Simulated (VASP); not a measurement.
Set up this calculation in VASP 6.6.1, as the native input.

| Quantity | Value |
| --- | --- |
| Task | relaxation of cell and atoms |
| Functional | revPBE |
| Potentials or basis | VASP PAW PBE potentials, release 64 (K_sv) |
| Cutoff | 600 eV |
| k mesh | 9 × 9 × 9 |
| Occupations | fermi-dirac, width 0.1 eV |
| Spin | no spin polarisation |
| Dipole correction | no |
| Further INCAR settings | ALGO = Normal; EDIFF = 1e-06; IBRION = 2; EDIFFG = -0.01; NSW = 80; ISIF = 3 |

The structure of K lies in POSCAR:

```
K
1.0
   -2.6125000000      2.6125000000      2.6125000000
    2.6125000000     -2.6125000000      2.6125000000
    2.6125000000      2.6125000000     -2.6125000000
K
1
Direct
    0.0000000000      0.0000000000      0.0000000000
```

The input as run:

INCAR

```
ALGO     = Normal         # electronic algorithm
EDIFF    = 1E-6           # SCF threshold, eV
EDIFFG   = -0.01          # ionic threshold
ENCUT    = 600            # plane-wave cutoff, eV
GGA      = RE             # functional
IBRION   = 2              # ionic algorithm
ISIF     = 3              # what is computed and relaxed
ISMEAR   = -1             # smearing method
LASPH    = True           # aspherical terms in the spheres
LCHARG   = False          # write CHGCAR
LREAL    = False          # projectors in reciprocal space
LWAVE    = False          # write WAVECAR
NELM     = 60             # most SCF steps
NSW      = 80             # ionic steps
PREC     = Accurate       # precision mode
SIGMA    = 0.1            # smearing width, eV
```

KPOINTS

```
k-points
0
Gamma
  9 9 9
```

Potentials or basis: VASP PAW PBE potentials, release 64 (K_sv).

Launch:

```console
$ cat potpaw_PBE.64/K_sv/POTCAR > POTCAR
$ mpirun -np 1 vasp_std > vasp.out
```

Results of the run:

```yaml
Relaxed_volume: 79.60 Å³/atom
Relaxed_cell: a = 4.694 Å, b = 4.694 Å, c = 4.694 Å, α = 109.47°, β = 109.47°, γ = 109.47°
Space_group_after_relaxing_to_0.1_Å: Im-3m (No. 229)
Energy_gained_by_relaxing: 10.2 meV/atom
Ionic_steps: 4
Pressure_after_relaxing: 0.0 GPa
Band_gap_on_the_k_mesh: zero (an odd number of electrons rules out a gap without spin polarisation)
```

Caveat: the PAW data sets were made with another functional, which shifts forces and pressure a little.

Wall time 96 s on 1 thread of Intel Xeon 8259CL, on a shared host, peak memory 0.22 GiB.
